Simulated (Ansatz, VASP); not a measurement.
## Two plane-wave programs on Be

INCAR

```
SYSTEM = Be
PREC = Accurate
ENCUT = 600
EDIFF = 1E-6
ISMEAR = 0
SIGMA = 0.1
LREAL = .False.
LASPH = .True.
NELM = 100
ALGO = Normal
ISIF = 3
LWAVE = .False.
LCHARG = .False.
GGA = PE
IBRION = 2
NSW = 90
EDIFFG = -0.04
```

File KPOINTS:

```
regular mesh
0
Gamma
  6 6 8
  0 0 0
```

File POSCAR:

```
Be
1.0
    2.6471686800      0.0000000000      0.0000000000
    0.0000000000      2.6471686800      0.0000000000
    0.0000000000      0.0000000000      2.4423817400
Be
2
Direct
    0.5000000000      0.0000000000      0.4688509500
    0.0000000000      0.5000000000      0.5311490500
```

Input for Ansatz:

```yaml
crystal:
  lattice:
    - [2.64716868, 0.0, 0.0]
    - [0.0, 2.64716868, 0.0]
    - [0.0, 0.0, 2.44238174]
  atoms:
    - { symbol: Be, position: [0.5, 0.0, 0.46885095] }
    - { symbol: Be, position: [0.0, 0.5, 0.53114905] }
basis:
  ecutwfc: 420
kpoints:
  mp_grid: { grid: [6, 6, 8] }
hamiltonian:
  xc: pbe
scf:
  occupations: { method: gaussian, width: 0.1 }
  lower_state_search: "off"
output:
  forces: true
  stress: true
  eigenvalues: true
relax:
  adjacent_minimum: "off"
  f_tol: 0.04
  max_steps: 70
  cell: { stress_tol: 0.4 }
```

Alike in both runs: task relaxation of cell and atoms; functional PBE; k mesh 6 × 6 × 8; occupations gaussian, width 0.1 eV; no spin polarisation.

|  | VASP | Ansatz |
| --- | --- | --- |
| version | VASP 6.6.1 | Ansatz 0.2.0 |
| potentials or method | VASP PAW PBE potentials, release 64 (Be), cutoff 600 eV | scalar-relativistic, plane waves, PAW |
| valence electrons in the cell | 4 | 4 |

|  | VASP | Ansatz | Ansatz less VASP |
| --- | --- | --- | --- |
| gap on the k mesh at the Fermi level, each at its own relaxed structure (eV) | none | none | - |
| relaxed volume (Å³/atom) | 7.88 | 7.82 | -0.051 |
| relaxed cell length with the largest relative difference (Å) | 3.111 | 2.507 | -0.6043 |

A gap of «none» marks a metal or a gap that the smearing closes. One of these differences is far larger than is usual between the two programs; its cause wasn't traced.

The k mesh is coarse, so the values compare programs but aren't converged.
